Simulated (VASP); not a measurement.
# Sb (P6_3/mmc) in VASP: single point with PBEsol

Aim: the single point of Sb with PBEsol.

Program: VASP 6.6.1. These are calculated values, not measurements. Logs are shortened: lines on timing, memory, paths and dates and some standing lists are left out, and cuts for length are marked.

**1. The cell of the first run**

The structure is hexagonal, space group P6_3/mmc (No. 194). The conventional cell has a = 5.168 Å, b = 5.168 Å, c = 6.233 Å, α = 90.00°, β = 90.00°, γ = 120.00°. Sb (site symmetry 3m) has 5 Sb at 2.99 to 3.22 Å within 3.9 Å.

**2. Single point, PBEsol**

INCAR reads:

```
SYSTEM = Sb
PREC = Accurate
ENCUT = 520
EDIFF = 1E-6
ISMEAR = 0
SIGMA = 0.1
LREAL = .FALSE.
LASPH = .TRUE.
NELM = 60
ALGO = Normal
ISIF = 2
LWAVE = .FALSE.
LCHARG = .FALSE.
GGA = PS
NBANDS = 18
```

KPOINTS reads:

```
Automatic mesh
0
G
  6 6 4
  0 0 0
```

POSCAR reads:

```
Sb
1.0
    5.1680283926      0.0000000000      0.0000000000
   -2.5840141963      4.4756438755      0.0000000000
    0.0000000000      0.0000000000      6.2331208121
Sb
4
Direct
    0.3333333333      0.6666666667      0.4914010741
    0.6666666667      0.3333333333      0.9914010741
    0.6666666667      0.3333333333      0.5085989259
    0.3333333333      0.6666666667      0.0085989259
```

Potentials or basis: VASP PAW PBE potentials, release 64 (Sb).

Command:

```sh
$ cat potpaw_PBE.64/Sb/POTCAR > POTCAR
$ mpirun -np 1 vasp_std > vasp.out
```

OUTCAR:

```text
SYSTEM = Sb
   PREC = Accurate
   ENCUT = 520
   EDIFF = 1E-6
   ISMEAR = 0
   LREAL = .FALSE.
   LASPH = .TRUE.
   NELM = 60
   ISIF = 2
   GGA = PS

 ion  position               nearest neighbor table
   1  0.333  0.667  0.491-   3 2.99   3 2.99   3 2.99   4 3.01   4 3.22
   2  0.667  0.333  0.991-   4 2.99   4 2.99   4 2.99   3 3.01   3 3.22
   3  0.667  0.333  0.509-   1 2.99   1 2.99   1 2.99   2 3.01   2 3.22
   4  0.333  0.667  0.009-   2 2.99   2 2.99   2 2.99   1 3.01   1 3.22

  LATTYP: Found a hexagonal cell.
 ALAT       =     5.1680283926
 C/A-ratio  =     1.2060926022

  Lattice vectors:

 A1 = (   5.1680283926,   0.0000000000,   0.0000000000)
 A2 = (  -2.5840141963,   4.4756438755,   0.0000000000)
 A3 = (   0.0000000000,   0.0000000000,   6.2331208121)

Analysis of symmetry for initial positions (statically):
=====================================================================
 Subroutine PRICEL returns:
 Original cell was already a primitive cell.

 Routine SETGRP: Setting up the symmetry group for a
 hexagonal supercell.

 Subroutine GETGRP returns: Found 24 space group operations
 (whereof 12 operations were pure point group operations)
 out of a pool of 24 trial point group operations.

The static configuration has the point symmetry D_3d.
 The point group associated with its full space group is D_6h.

Analysis of symmetry for dynamics (positions and initial velocities):
=====================================================================
 Subroutine PRICEL returns:
 Original cell was already a primitive cell.

 Routine SETGRP: Setting up the symmetry group for a
 hexagonal supercell.

 Subroutine GETGRP returns: Found 24 space group operations
 (whereof 12 operations were pure point group operations)
 out of a pool of 24 trial point group operations.

The dynamic configuration has the point symmetry D_3d.
 The point group associated with its full space group is D_6h.

 Subroutine INISYM returns: Found 24 space group operations
 (whereof 12 operations are pure point group operations),
 and found     1 'primitive' translations

----------------------------------------------------------------------------------------

                                     Primitive cell

  volume of cell :     144.1737

  direct lattice vectors                    reciprocal lattice vectors
     5.168028393  0.000000000  0.000000000     0.193497389  0.111715770  0.000000000
    -2.584014196  4.475643876  0.000000000     0.000000000  0.223431539  0.000000000
[... 80 lines left out ...]
   LNONCOLLINEAR =      F non collinear calculations
   LSORBIT =      F    spin-orbit coupling
   LASPH  =      T    aspherical Exc in radial PAW
   ENCUT  =  520.0 eV  38.22 Ry    6.18 a.u.   9.61  9.61 11.59*2*pi/ulx,y,z
   NELM   =     60;   NELMIN=  2; NELMDL= -5     # of ELM steps
   EDIFF  = 0.1E-05   stopping-criterion for ELM
   LREAL  =      F    real-space projection
[... 7 lines left out ...]
   TEBEG  =    0.0;   TEEND  =   0.0 temperature during run
   PSTRESS=    0.0 pullay stress
   NELECT =      20.0000    total number of electrons
   NUPDOWN=      -1.0000    fix difference up-down
   EMIN   =  10.00;   EMAX   =-10.00  energy-range for DOS
   EFERMI =   0.00;   METHOD = LEGACY
   ISMEAR =     0;   SIGMA  =   0.10  broadening in eV -4-tet -1-fermi 0-gaus
   EFERMI_NEDOS =   21; number of points for ismear=-14 and -15
   IALGO  =     38    algorithm
   IMIX   =      4    mixing-type and parameters
     AMIX     =   0.40;   BMIX     =  1.00
     AMIX_MAG =   1.60;   BMIX_MAG =  1.00
  volume/ion in A,a.u.               =      36.04       243.23
  Fermi-wavevector in a.u.,A,eV,Ry     =   0.847467  1.601481  9.771711  0.718200
  Thomas-Fermi vector in A             =   1.962977
   LORBIT       =      0    0 simple, 1 ext, 2 COOP (PROOUT), +10 PAW based schemes
   GGA     = PS    functional components
   LHFCALC =     F    Hartree Fock is set to
   AEXX    =    0.0000 exact exchange contribution
   IVDW    =     0    specifies the selected vdW correction
   LEPSILON=     F    determine dielectric tensor
   LRPA    =     F    only Hartree local field effects (RPA)
 non-spin polarized calculation
 Gauss-broadening in eV      SIGMA  =   0.10
  energy-cutoff  :      520.00
  volume of cell :      144.17
 maximum number of plane-waves:      3911
 NGX is ok and might be reduce to    40
   NGX = 19   NGY = 19   NGZ = 23

 number of electron      19.9999999 magnetization

 Free energy of the ion-electron system (eV)
  ---------------------------------------------------
  ext. energy  EPLUGINS =         0.00000000
  ---------------------------------------------------
  free energy    TOTEN  =       -17.42744087 eV

  energy without entropy =      -17.42193342  energy(sigma->0) =      -17.42468714

 E-fermi :   5.2888     XC(G=0):  -8.6856

 val. band max:        5.2180710168   @ k =   0.1667   0.1667   0.0000
 cond. band min:       5.4211647415   @ k =   0.0000   0.0000   0.2500
 fundamental gap:      0.2030937246
 Fermi energy:         5.2887554472

 k-point     1 :       0.0000    0.0000    0.0000
  band No.  band energies     occupation
      1      -6.9680      2.00000
      2      -4.5697      2.00000
      3      -2.4572      2.00000
      4      -0.0621      2.00000
      5       0.4230      2.00000
      6       1.5432      2.00000
[... 418 lines left out ...]
      5       0.9808      2.00000
      6       0.9808      2.00000
[... 10 lines left out ...]
     17      10.3685      0.00000
     18      10.3685      0.00000

------------------------ aborting loop because EDIFF is reached ----------------------------------------

  FORCE on cell =-STRESS in cart. coord.  units (eV):
  Direction    XX          YY          ZZ          XY          YZ          ZX
  --------------------------------------------------------------------------------------
  -------------------------------------------------------------------------------------
  Total        0.0799302      0.0799302      0.0679738     -0.0000000      0.0000000     -0.0000000
  in kB        0.8882505      0.8882505      0.7553810     -0.0000000      0.0000000     -0.0000000
  external PRESSURE =       0.8439607 kB  Pullay stress =       0.0000000 kB

 VOLUME and BASIS-vectors are now :
 -----------------------------------------------------------------------------
  energy-cutoff  :      520.00
  volume of cell :      144.17
      direct lattice vectors                 reciprocal lattice vectors
     5.168028393  0.000000000  0.000000000     0.193497389  0.111715770  0.000000000
    -2.584014196  4.475643876  0.000000000     0.000000000  0.223431539  0.000000000
     0.000000000  0.000000000  6.233120812     0.000000000  0.000000000  0.160433277

 POSITION                                       TOTAL-FORCE (eV/Angst)
 -----------------------------------------------------------------------------------
     -0.00000      2.98376      3.06296         0.000000     -0.000000      0.014244
      2.58401      1.49188      6.17952        -0.000000      0.000000      0.014244
      2.58401      1.49188      3.17016        -0.000000      0.000000     -0.014244
     -0.00000      2.98376      0.05360         0.000000      0.000000     -0.014244
 -----------------------------------------------------------------------------------
    total drift:                                0.000000      0.000000     -0.000000

  FREE ENERGIE OF THE ION-ELECTRON SYSTEM (eV)
  ---------------------------------------------------
  free  energy   TOTEN  =       -17.4274408693 eV

  energy  without entropy=      -17.4219334163  energy(sigma->0) =      -17.42468714
```

Wall time 61 s (1 thread of AMD EPYC 7R43 (Zen 3), shared host); peak memory 0.22 GiB.

What came out:

```
Free energy            : -17.4274 eV
Pressure               : 0.1 GPa
Largest force          : 0.014 eV/Å
Band gap on the k mesh : zero (bands 10 and 11 overlap by 0.46 eV)
```

Forces on the atoms (eV/Å):
```
Sb   0.000  0.000  0.014
Sb   0.000  0.000  0.014
Sb   0.000  0.000 -0.014
Sb   0.000  0.000 -0.014
```

Caveat: the PAW data sets were made with another functional, which shifts forces and pressure a little; spin-orbit coupling is left out, which moves the levels of the heavy elements.

The gap in the log of VASP goes by the Fermi energy; the results here count the filled bands.